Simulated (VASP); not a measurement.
Crystal: Ti.

```
Ti
1.0
     0.00000    2.87802    2.87802
     2.87802    0.00000    2.87802
     2.87802    2.87802    0.00000
Ti
2
Direct
  0.12500 0.12500 0.12500
  0.87500 0.87500 0.87500
```

```yaml
Program: VASP 6.6.1
Task: relaxation of cell and atoms
Functional: PBEsol
Potentials_or_basis: VASP PAW PBE potentials, release 64 (Ti_sv)
Cutoff: 600 eV
k_mesh: 10 × 10 × 10
Occupations: fermi-dirac, width 0.1 eV
Spin: no spin polarisation
```

At the start: pressure -3.4 GPa; volume 23.84 Å³/atom.

**Question.** How do energy, volume and symmetry change on relaxing?

**Answer.** Over 4 steps the energy falls by 29.6 meV/atom and the volume is 21.31 Å³/atom (-10.6 %); space group Fd-3m (No. 227, to 0.05 Å).

Step by step:
```tsv
step	energy change (eV)	largest force (eV/Å)	pressure (GPa)	volume (Å³)
1	0.0000	0.0000	-3.42	47.68
2	-0.0522	0.0000	-1.28	44.25
3	-0.0589	0.0000	-0.23	42.90
4	-0.0591	0.0000	-0.01	42.61
```

Final structure:
```
CELL_PARAMETERS angstrom
0.00000 2.77229 2.77229
2.77229 0.00000 2.77229
2.77229 2.77229 0.00000
ATOMIC_POSITIONS crystal
Ti 0.12500 0.12500 0.12500
Ti 0.87500 0.87500 0.87500
```

Caveat: the PAW data sets were made with another functional, which shifts forces and pressure a little.
